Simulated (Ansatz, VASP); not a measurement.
## C in VASP and in Ansatz

```
CELL_PARAMETERS angstrom
4.91738 0.00000 0.00000
-2.45869 4.25857 0.00000
0.00000 0.00000 21.72401
ATOMIC_POSITIONS crystal
C 0.83328 0.99989 0.68687
C 0.83328 0.50005 0.68687
C 0.33333 0.00000 0.68668
C 0.33344 0.50005 0.68687
C 0.99989 0.83328 0.68687
C 0.00000 0.33333 0.68668
C 0.50005 0.83328 0.68687
C 0.50005 0.33344 0.68687
```

Alike in both runs: task single point; functional PBEsol; k mesh 9 × 9 × 1; occupations gaussian, width 0.04 eV; no spin polarisation.

```csv
,VASP,Ansatz
version,VASP 6.6.1,Ansatz 0.2.0
potentials or method,"VASP PAW PBE potentials, release 64 (C), cutoff 520 eV","scalar-relativistic, plane waves, PAW"
valence electrons in the cell,32,32
```

|  | VASP | Ansatz | Ansatz less VASP |
| --- | --- | --- | --- |
| gap on the k mesh at the Fermi level (eV) | none | none | - |
| rms of the force components (eV/Å) | 0.025 | 0.025 | 0.0000 |

VASP's potentials were made for PBE, not for PBEsol, and Ansatz warns of the same on its side. Atom by atom the forces differ by 0.000 eV/Å (rms over components). A gap of «none» marks a metal or a gap that the smearing closes. With one functional, cell and mesh, what is left measures potentials, basis and numerics. Ansatz's warnings: structure snapped to symmetry, xc potential rough in thin density.
